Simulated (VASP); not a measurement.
The system is SiC.

```
Si C
1.0
     3.05505    0.00000    0.00000
    -1.52753    2.64575    0.00000
     0.00000    0.00000   10.00306
Si C
4 4
Cartesian
  0.0000 0.0000 1.8795
  0.0000 0.0000 6.8810
  0.0000 1.7638 4.3798
  1.5275 0.8819 9.3813
  0.0000 0.0000 0.0046
  0.0000 0.0000 5.0061
  0.0000 1.7638 2.4988
  1.5275 0.8819 7.5003
```

Base run:

* Program: VASP 6.6.1
* Functional: PBEsol
* Dispersion: D4
* Potentials or basis: VASP PAW PBE potentials, release 64 (Si, C)
* Cutoff: 520 eV
* k mesh: 10 × 10 × 3
* Occupations: fermi-dirac, width 0.05 eV
* Spin: no spin polarisation

Its results: band gap on the k mesh 2.11 eV, indirect (least direct gap 3.24 eV); pressure 3.0 GPa; largest force 0.011 eV/Å.

Q: The run is repeated on the same cell with these changes: functional from PBEsol to BLYP. What comes out?

A: Band gap on the k mesh 2.54 eV, indirect (least direct gap 3.67 eV); pressure 4.8 GPa; largest force 0.015 eV/Å.

BLYP binds less tightly than PBEsol, so the same cell stands under more pressure.

Caveats: the PAW data sets were made with another functional, which shifts forces and pressure a little.

A k mesh can miss the band edges.
